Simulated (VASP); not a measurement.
# TePb (Fm-3m) in VASP: further runs, part 3 of 3

VASP 6.6.1.

## 4. Single point, r2SCAN

This run uses another cell than the first one, of 31.71 Å³/atom, 0.887 times its volume.

Contents of POSCAR:

```
TePb
1.0
    0.0000000000      3.1650427173      3.1650427173
    3.1650427173      0.0000000000      3.1650427173
    3.1650427173      3.1650427173      0.0000000000
Pb Te
1 1
Direct
    0.0000000000      0.0000000000      0.0000000000
    0.5000000000      0.5000000000      0.5000000000
```

Contents of INCAR.step1:

```
ALGO = Normal ; EDIFF = 1E-4
ENCUT = 520 ; GGA = PE
ISMEAR = -1 ; LASPH = T
LCHARG = F ; LREAL = F
LWAVE = T ; NBANDS = 17
NELM = 80 ; PREC = Accurate
SIGMA = 0.05
```

Contents of INCAR.step2:

```
ALGO = Normal ; EDIFF = 1E-7
ENCUT = 520 ; ISIF = 2
ISMEAR = -1 ; ISTART = 1
LASPH = T ; LCHARG = F
LMIXTAU = T ; LREAL = F
LWAVE = F ; METAGGA = R2SCAN
NBANDS = 17 ; NELM = 80
PREC = Accurate ; SIGMA = 0.05
```

Contents of KPOINTS:

```
k-points
0
Gamma
  7 7 7
```

Command:

```
$ cat potpaw_PBE.64/Pb_d/POTCAR potpaw_PBE.64/Te/POTCAR > POTCAR
$ cp INCAR.step1 INCAR
$ mpirun -np 1 vasp_std > vasp.out
$ cp INCAR.step2 INCAR
$ mpirun -np 1 vasp_std > vasp.out
```

Run time: 2 min. Hardware: 1 thread of AMD EPYC 7R13 (Zen 3), shared host; peak memory 0.19 GiB.

Results (log left out):

```
Free energy : -82.6149 eV
Pressure    : 5.0 GPa
```

Levels at points of the mesh, in eV from the Fermi level:
```csv
k point,band 8,band 9,band 10,band 11,band 12,band 13
"(0.00, 0.00, 0.00)",-2.27,-2.27,-2.27,3.91,3.91,3.91
```

Caveat: this odd mesh misses L, where the gap lies, so gap, dielectric constants and Born charges aren't listed; the PAW data sets were made with another functional, which shifts forces and pressure a little; spin-orbit coupling is left out, which moves the levels of the heavy elements.

## 5. Single point, r2SCAN

This run uses another cell than the first one, of 32.38 Å³/atom, 0.906 times its volume.

Contents of POSCAR:

```
TePb
1.0
    0.0000000000      3.1873324849      3.1873324849
    3.1873324849      0.0000000000      3.1873324849
    3.1873324849      3.1873324849      0.0000000000
Pb Te
1 1
Direct
    0.0000000000      0.0000000000      0.0000000000
    0.5000000000      0.5000000000      0.5000000000
```

Contents of INCAR.step1:

```
ALGO     = Normal         # electronic algorithm
EDIFF    = 1E-4           # SCF threshold, eV
ENCUT    = 520            # plane-wave cutoff, eV
GGA      = PE             # functional
ISMEAR   = -1             # smearing method
LASPH    = T              # aspherical terms in the spheres
LCHARG   = F              # write CHGCAR
LREAL    = F              # projectors in reciprocal space
LWAVE    = T              # write WAVECAR
NBANDS   = 17             # bands
NELM     = 100            # most SCF steps
PREC     = Accurate       # precision mode
SIGMA    = 0.05           # smearing width, eV
```

Contents of INCAR.step2:

```
ALGO     = Normal         # electronic algorithm
EDIFF    = 1E-7           # SCF threshold, eV
ENCUT    = 520            # plane-wave cutoff, eV
ISIF     = 2              # what is computed and relaxed
ISMEAR   = -1             # smearing method
ISTART   = 1            
LASPH    = T              # aspherical terms in the spheres
LCHARG   = F              # write CHGCAR
LMIXTAU  = T            
LREAL    = F              # projectors in reciprocal space
LWAVE    = F              # write WAVECAR
METAGGA  = R2SCAN         # meta-GGA
NBANDS   = 17             # bands
NELM     = 100            # most SCF steps
PREC     = Accurate       # precision mode
SIGMA    = 0.05           # smearing width, eV
```

KPOINTS is that of step 4.

Potentials or basis: VASP PAW PBE potentials, release 64 (Pb_d, Te).

Command:

```
$ cat potpaw_PBE.64/Pb_d/POTCAR potpaw_PBE.64/Te/POTCAR > POTCAR
$ cp INCAR.step1 INCAR
$ mpirun -np 1 vasp_std > vasp.out
$ cp INCAR.step2 INCAR
$ mpirun -np 1 vasp_std > vasp.out
```

OUTCAR:

```text
EDIFF = 1E-7
   ENCUT = 520
   ISIF = 2
   ISMEAR = -1
   ISTART = 1
   LASPH = T
   LREAL = F
   METAGGA = R2SCAN
   NELM = 100
   PREC = Accurate

 ion  position               nearest neighbor table
   1  0.000  0.000  0.000-   2 3.19   2 3.19   2 3.19   2 3.19   2 3.19   2 3.19
   2  0.500  0.500  0.500-   1 3.19   1 3.19   1 3.19   1 3.19   1 3.19   1 3.19

  LATTYP: Found a face centered cubic cell.
 ALAT       =     6.3746649698

  Lattice vectors:

[... 581 lines left out ...]

  FORCE on cell =-STRESS in cart. coord.  units (eV):
  Direction    XX          YY          ZZ          XY          YZ          ZX
  --------------------------------------------------------------------------------------
  -------------------------------------------------------------------------------------
  Total        1.4935485      1.4935485      1.4935485      0.0000000     -0.0000000      0.0000000
  in kB       36.9502857     36.9502857     36.9502857      0.0000000     -0.0000000      0.0000000
  external PRESSURE =      36.9502857 kB  Pullay stress =       0.0000000 kB

 VOLUME and BASIS-vectors are now :
 -----------------------------------------------------------------------------
  energy-cutoff  :      520.00
  volume of cell :       64.76
      direct lattice vectors                 reciprocal lattice vectors
     0.000000000  3.187332485  3.187332485    -0.156870989  0.156870989  0.156870989
     3.187332485  0.000000000  3.187332485     0.156870989 -0.156870989  0.156870989
     3.187332485  3.187332485  0.000000000     0.156870989  0.156870989 -0.156870989

 POSITION                                       TOTAL-FORCE (eV/Angst)
 -----------------------------------------------------------------------------------
      0.00000      0.00000      0.00000         0.000000     -0.000000      0.000000
      3.18733      3.18733      3.18733         0.000000      0.000000     -0.000000
 -----------------------------------------------------------------------------------
    total drift:                               -0.000000      0.000000      0.000000

  FREE ENERGIE OF THE ION-ELECTRON SYSTEM (eV)
  ---------------------------------------------------
  free  energy   TOTEN  =       -82.6517230525 eV

  energy  without entropy=      -82.6517226252  energy(sigma->0) =      -82.65172284
```

It took 2 min on 1 thread of AMD EPYC 7R13 (Zen 3), shared host; peak memory 0.19 GiB.

Results:

```
Free energy : -82.6517 eV
Pressure    : 3.7 GPa
```

Caveat: this odd mesh misses L, where the gap lies, so gap, dielectric constants and Born charges aren't listed; the PAW data sets were made with another functional, which shifts forces and pressure a little; spin-orbit coupling is left out, which moves the levels of the heavy elements.

## 6. Single point, r2SCAN

This run uses another cell than the first one, of 33.05 Å³/atom, 0.925 times its volume.

Contents of POSCAR:

```
TePb
1.0
    0.0000000000      3.2093147829      3.2093147829
    3.2093147829      0.0000000000      3.2093147829
    3.2093147829      3.2093147829      0.0000000000
Pb Te
1 1
Direct
    0.0000000000      0.0000000000      0.0000000000
    0.5000000000      0.5000000000      0.5000000000
```

Contents of INCAR.step1:

```
SYSTEM = TePb
PREC = Accurate
ENCUT = 520
ISMEAR = -1
SIGMA = 0.05
LREAL = .FALSE.
LASPH = .TRUE.
NELM = 80
NBANDS = 17
GGA = PE
ALGO = Normal
EDIFF = 1E-4
LWAVE = .TRUE.
LCHARG = .FALSE.
```

Contents of INCAR.step2:

```
SYSTEM = TePb
PREC = Accurate
ENCUT = 520
EDIFF = 1E-6
ISMEAR = -1
SIGMA = 0.05
LREAL = .FALSE.
LASPH = .TRUE.
NELM = 80
ALGO = Normal
ISIF = 2
LWAVE = .FALSE.
LCHARG = .FALSE.
METAGGA = R2SCAN
LMIXTAU = .TRUE.
NBANDS = 17
ISTART = 1
```

Contents of KPOINTS:

```
Automatic mesh
0
G
  7 7 7
  0 0 0
```

Potentials or basis: VASP PAW PBE potentials, release 64 (Pb_d, Te).

Command:

```
$ cat potpaw_PBE.64/Pb_d/POTCAR potpaw_PBE.64/Te/POTCAR > POTCAR
$ cp INCAR.step1 INCAR
$ mpirun -np 1 vasp_std > vasp.out
$ cp INCAR.step2 INCAR
$ mpirun -np 1 vasp_std > vasp.out
```

OUTCAR:

```text
SYSTEM = TePb
   PREC = Accurate
   ENCUT = 520
   EDIFF = 1E-6
   ISMEAR = -1
   LREAL = .FALSE.
   LASPH = .TRUE.
   NELM = 80
   ISIF = 2
   METAGGA = R2SCAN
   ISTART = 1

 ion  position               nearest neighbor table
   1  0.000  0.000  0.000-   2 3.21   2 3.21   2 3.21   2 3.21   2 3.21   2 3.21
   2  0.500  0.500  0.500-   1 3.21   1 3.21   1 3.21   1 3.21   1 3.21   1 3.21

  LATTYP: Found a face centered cubic cell.
 ALAT       =     6.4186295658

[... 580 lines left out ...]
     17      17.2272      0.00000

------------------------ aborting loop because EDIFF is reached ----------------------------------------

  FORCE on cell =-STRESS in cart. coord.  units (eV):
  Direction    XX          YY          ZZ          XY          YZ          ZX
  --------------------------------------------------------------------------------------
  -------------------------------------------------------------------------------------
  Total        1.0522046      1.0522046      1.0522046     -0.0000000     -0.0000000     -0.0000000
  in kB       25.5002133     25.5002133     25.5002133     -0.0000000     -0.0000000     -0.0000000
  external PRESSURE =      25.5002133 kB  Pullay stress =       0.0000000 kB

 VOLUME and BASIS-vectors are now :
 -----------------------------------------------------------------------------
  energy-cutoff  :      520.00
  volume of cell :       66.11
      direct lattice vectors                 reciprocal lattice vectors
     0.000000000  3.209314783  3.209314783    -0.155796497  0.155796497  0.155796497
     3.209314783  0.000000000  3.209314783     0.155796497 -0.155796497  0.155796497
     3.209314783  3.209314783  0.000000000     0.155796497  0.155796497 -0.155796497

 POSITION                                       TOTAL-FORCE (eV/Angst)
 -----------------------------------------------------------------------------------
      0.00000      0.00000      0.00000        -0.000000      0.000000      0.000000
      3.20931      3.20931      3.20931         0.000000     -0.000000     -0.000000
 -----------------------------------------------------------------------------------
    total drift:                               -0.000000      0.000000      0.000000

  FREE ENERGIE OF THE ION-ELECTRON SYSTEM (eV)
  ---------------------------------------------------
  free  energy   TOTEN  =       -82.6782829654 eV

  energy  without entropy=      -82.6782826653  energy(sigma->0) =      -82.67828282
```

OUTCAR.step1:

```text
SYSTEM = TePb
   PREC = Accurate
   ENCUT = 520
   ISMEAR = -1
   LREAL = .FALSE.
   LASPH = .TRUE.
[... 614 lines left out ...]
      0.00000      0.00000      0.00000        -0.000000     -0.000000     -0.000000
      3.20931      3.20931      3.20931         0.000000      0.000000      0.000000
 -----------------------------------------------------------------------------------
    total drift:                               -0.000000      0.000000      0.000000

  FREE ENERGIE OF THE ION-ELECTRON SYSTEM (eV)
  ---------------------------------------------------
  free  energy   TOTEN  =        -7.4806371879 eV

  energy  without entropy=       -7.4806340126  energy(sigma->0) =       -7.48063560
```

Run time: 93 s. Hardware: 1 thread of AMD EPYC 7R13 (Zen 3), shared host; peak memory 0.19 GiB.

Results:

```yaml
Free_energy: -82.6783 eV
Pressure: 2.6 GPa
```

Caveat: this odd mesh misses L, where the gap lies, so gap, dielectric constants and Born charges aren't listed; the PAW data sets were made with another functional, which shifts forces and pressure a little; spin-orbit coupling is left out, which moves the levels of the heavy elements.

## 7. The runs side by side

| level | cell | pressure (GPa) |
| --- | --- | --- |
| PBEsol+D3(BJ) | a = 4.659 Å, angles 60.0°, 2 atoms | -4.0 |
| BLYP+D4 | a = 4.717 Å, angles 60.0°, 2 atoms | 0.1 |
| r2SCAN | a = 4.476 Å, angles 60.0°, 2 atoms | 5.0 |
| r2SCAN | a = 4.508 Å, angles 60.0°, 2 atoms | 3.7 |
| r2SCAN | a = 4.539 Å, angles 60.0°, 2 atoms | 2.6 |

Alike in all rows: task single point; potentials or basis VASP PAW PBE potentials, release 64 (Pb_d, Te); no spin polarisation; k mesh 7 × 7 × 7; cutoff (eV) 520; smearing fermi-dirac 0.05 eV.

Caveats: the PAW data sets were made with another functional, which shifts forces and pressure a little; spin-orbit coupling is left out, which moves the levels of the heavy elements.

Absolute energies hang on the potentials; compare differences alone.
